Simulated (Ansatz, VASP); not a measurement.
# Two plane-wave programs on Mo

```xyz
1
Lattice="2.5522 0.0000 0.0000 0.0000 2.5522 0.0000 0.0000 0.0000 2.5522" Properties=species:S:1:pos:R:3 pbc="T T T"
Mo    0.0000    0.0000    0.0000
```

Change from the starting cell: volume scaled by 0.9405, PAW files.

Alike in both runs: task electric field gradients; functional PBE; k mesh 12 × 12 × 12; occupations fermi-dirac, width 0.03 eV; no spin polarisation.

|  | VASP | Ansatz |
| --- | --- | --- |
| version | VASP 6.6.1 | Ansatz 0.2.0 |
| potentials or method | VASP PAW PBE potentials, release 64 (Mo_sv) | PAW with Ansatz's default frozen-core files, scalar-relativistic |
| plane-wave cutoff (eV) | 520 | 420 |
| valence electrons in the cell | 14 | 14 |

```csv
,VASP,Ansatz,Ansatz less VASP
pressure (GPa),14.0,13.4,-0.61
```
